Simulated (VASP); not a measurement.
Write the native input for VASP 6.6.1 that does the following.

```yaml
Task: single point
Functional: PBE
Potentials_or_basis: VASP PAW PBE potentials, release 64 (Ca_sv)
Cutoff: 520 eV
k_mesh: 11 × 11 × 6
Occupations: fermi-dirac, width 0.1 eV
Spin: no spin polarisation
Dipole_correction: no
Further_INCAR_settings: ALGO = Normal; EDIFF = 1e-06; NBANDS = 17
```

The structure of Ca lies in POSCAR:

```
Ca
1.0
    4.0564139975      0.0000000000      0.0000000000
   -2.0282069988      3.5129575701      0.0000000000
    0.0000000000      0.0000000000      6.6686828966
Ca
2
Direct
    0.3333333333      0.6666666667      0.2500000000
    0.6666666667      0.3333333333      0.7500000000
```

This isn't the form of Ca at room conditions, which is fcc.

The input as run:

INCAR

```
SYSTEM = Ca
PREC = Accurate
ENCUT = 520
EDIFF = 1E-6
ISMEAR = -1
SIGMA = 0.1
LREAL = .FALSE.
LASPH = .TRUE.
NELM = 80
ALGO = Normal
ISIF = 2
LWAVE = .FALSE.
LCHARG = .TRUE.
GGA = PE
LELF = .TRUE.
LVHAR = .TRUE.
NBANDS = 17
```

KPOINTS

```
Automatic mesh
0
G
  11 11 6
  0 0 0
```

Potentials or basis: VASP PAW PBE potentials, release 64 (Ca_sv).

Run with:

```console
$ cat potpaw_PBE.64/Ca_sv/POTCAR > POTCAR
$ mpirun -np 1 vasp_std > vasp.out
```

It gave:

```yaml
Pressure: -1.6 GPa
Band_gap_on_the_k_mesh: zero (bands 10 and 11 overlap by 0.50 eV)
```

Wall time 45 s on 1 thread of Intel(R) Xeon(R) 6975P-C (Granite Rapids) (shared host), peak memory 0.24 GiB.
